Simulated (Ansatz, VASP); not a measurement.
## One calculation of TiO, two programs

```xyz
6
Lattice="4.0335 0.0000 0.0000 0.0000 4.4873 0.0000 0.0000 0.0000 4.0335" Properties=species:S:1:pos:R:3 pbc="T T T"
Ti    2.0168    2.2436    0.0000
Ti    0.0000    2.2436    2.0168
Ti    2.0168    0.0000    2.0168
O     0.0000    2.2436    0.0000
O     2.0168    0.0000    0.0000
O     0.0000    0.0000    2.0168
```

Change from the starting cell: strain +0.1125 x Voigt [0, 1, 0, 0, 0, 0], atoms carried along.

Alike in both runs: task single point; functional PBEsol; k mesh 12 × 12 × 12; occupations gaussian, width 0.15 eV; no spin polarisation.

```csv
,VASP,Ansatz
version,VASP 6.6.1,Ansatz 0.2.0
potentials or method,"VASP PAW PBE potentials, release 64 (Ti_sv, O), cutoff 520 eV","scalar-relativistic, plane waves, PAW"
valence electrons in the cell,54,54
```

```tsv
	VASP	Ansatz	Ansatz less VASP
gap on the k mesh at the Fermi level (eV)	none	none	-
pressure (GPa)	-15.8	-16.1	-0.35
traceless stress, the component that is largest in VASP (GPa)	-8.21	-7.95	+0.251
```

VASP's potentials were made for PBE, not for PBEsol. A gap of «none» marks a metal or a gap that the smearing closes. The functional is the same, so the differences come from potentials, cutoffs and numerics.
